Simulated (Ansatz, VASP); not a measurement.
One calculation of Sr, two programs

The input INCAR:

```
SYSTEM = Sr
ALGO = Fast ; EDIFF = 1E-6
ENCUT = 520 ; GGA = PE
ISIF = 2 ; ISMEAR = 0
LASPH = .TRUE. ; LCHARG = .FALSE.
LREAL = .FALSE. ; LWAVE = .FALSE.
NBANDS = 11 ; NELM = 80
PREC = Accurate ; SIGMA = 0.15
```

File KPOINTS:

```
k-points
0
G
  14 14 14
  0 0 0
```

Contents of POSCAR:

```
Sr
1.0
   -2.6190000000      2.6190000000      2.3280000000
    2.6190000000     -2.6190000000      2.3280000000
    2.6190000000      2.6190000000     -2.3280000000
Sr
1
Direct
    0.0000000000      0.0000000000      0.0000000000
```

Input for Ansatz:

```yaml
crystal:
  lattice:
    - [-2.619, 2.619, 2.328]
    - [2.619, -2.619, 2.328]
    - [2.619, 2.619, -2.328]
  atoms:
    - { symbol: Sr, position: [0.0, 0.0, 0.0] }
basis:
  ecutwfc: 420
kpoints:
  mp_grid: { grid: [14, 14, 14] }
hamiltonian:
  xc: pbe
scf:
  occupations: { method: gaussian, width: 0.15 }
output:
  forces: true
  stress: true
  eigenvalues: true
```

Change from the starting cell: strain +0.080 along x and y, -0.040 along z, atoms carried along.

Alike in both runs: task single point; functional PBE; k mesh 14 × 14 × 14; occupations gaussian, width 0.15 eV; no spin polarisation.

|  | VASP | Ansatz |
| --- | --- | --- |
| version | VASP 6.6.1 | Ansatz 0.2.0 |
| potentials or method | VASP PAW PBE potentials, release 64 (Sr_sv), cutoff 520 eV | scalar-relativistic, plane waves, PAW |
| valence electrons in the cell | 10 | 10 |

```csv
,VASP,Ansatz,Ansatz less VASP
gap on the k mesh at the Fermi level (eV),none,none,-
pressure (GPa),-1.4,-1.4,0.00
"traceless stress, the component that is largest in VASP (GPa)",0.20,0.19,-0.002
```

A gap of «none» marks a metal or a gap that the smearing closes.
